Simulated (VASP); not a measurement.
Input of a VASP 6.6.1 run:

Contents of INCAR:

```
SYSTEM = SiC
PREC = Accurate
ENCUT = 600
EDIFF = 1E-6
ISMEAR = 0
SIGMA = 0.05
LREAL = .False.
LASPH = .True.
NELM = 120
ALGO = Normal
ISIF = 2
LWAVE = .False.
LCHARG = .True.
GGA = PE
LELF = .True.
LVHAR = .True.
NBANDS = 11
GGA_COMPAT = .False.
```

KPOINTS

```
regular mesh
0
Gamma
  4 4 4
  0 0 0
```

File POSCAR:

```
SiC
1.0
    0.0000000000      2.1740000000      2.1740000000
    2.1740000000      0.0000000000      2.1740000000
    2.1740000000      2.1740000000      0.0000000000
Si C
1 1
Direct
   -0.1379944802     -0.1379944802      0.1379944802
    0.7500000000      0.7500000000      0.7500000000
```

Potentials or basis: VASP PAW PBE potentials, release 64 (Si, C).

Command:

```bash
$ cat potpaw_PBE.64/Si/POTCAR potpaw_PBE.64/C/POTCAR > POTCAR
$ mpirun -np 1 vasp_std > vasp.out
```

(1) What does it give for the band gap on the k mesh?

(2) Estimate the largest force.

Results:

(1) zero (band 4 reaches 9.35 eV, above the bottom of band 5 at 8.66 eV).

(2) 6.919 eV/Å.

Caveat: the k points lie up to 0.63 Å⁻¹ apart; the cell differs from its parent crystal (atom 1 (Si) moved by (+0.000, -0.600) A along [1 1 0] and z); forces of over 1 eV/Å act on the atoms, so gaps and moduli don't describe the material at rest.
